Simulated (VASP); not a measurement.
A run of VASP 6.6.1:

The input POSCAR:

```
Rb
1.0
   -2.8210601435      2.8210601435      2.8210601435
    2.8210601435     -2.8210601435      2.8210601435
    2.8210601435      2.8210601435     -2.8210601435
Rb
1
Direct
    0.0000000000      0.0000000000      0.0000000000
```

File INCAR.step1:

```
SYSTEM = Rb
PREC = Accurate
ENCUT = 520
ISMEAR = -1
SIGMA = 0.05
LREAL = .FALSE.
LASPH = .TRUE.
NELM = 60
NBANDS = 10
GGA = PE
ALGO = Normal
EDIFF = 1E-4
LWAVE = .TRUE.
LCHARG = .FALSE.
```

File INCAR.step2:

```
SYSTEM = Rb
PREC = Accurate
ENCUT = 520
EDIFF = 1E-6
ISMEAR = -1
SIGMA = 0.05
LREAL = .FALSE.
LASPH = .TRUE.
NELM = 60
ALGO = Normal
ISIF = 2
LWAVE = .FALSE.
LCHARG = .FALSE.
METAGGA = R2SCAN
LMIXTAU = .TRUE.
NBANDS = 10
ISTART = 1
```

Contents of KPOINTS:

```
regular mesh
0
G
  7 7 7
  0 0 0
```

Potentials or basis: VASP PAW PBE potentials, release 64 (Rb_sv).

The run is started by

```console
$ cat potpaw_PBE.64/Rb_sv/POTCAR > POTCAR
$ cp INCAR.step1 INCAR
$ mpirun -np 1 vasp_std > vasp.out
$ cp INCAR.step2 INCAR
$ mpirun -np 1 vasp_std > vasp.out
```

Hardware: 1 thread of Intel(R) Xeon(R) 6975P-C (Granite Rapids) (shared host).

Question: Estimate the wall time of this run.

Answer: It took 27 s on 1 thread of Intel(R) Xeon(R) 6975P-C (Granite Rapids), on a shared host, peak memory 0.2 GiB. Counts: k points 20.
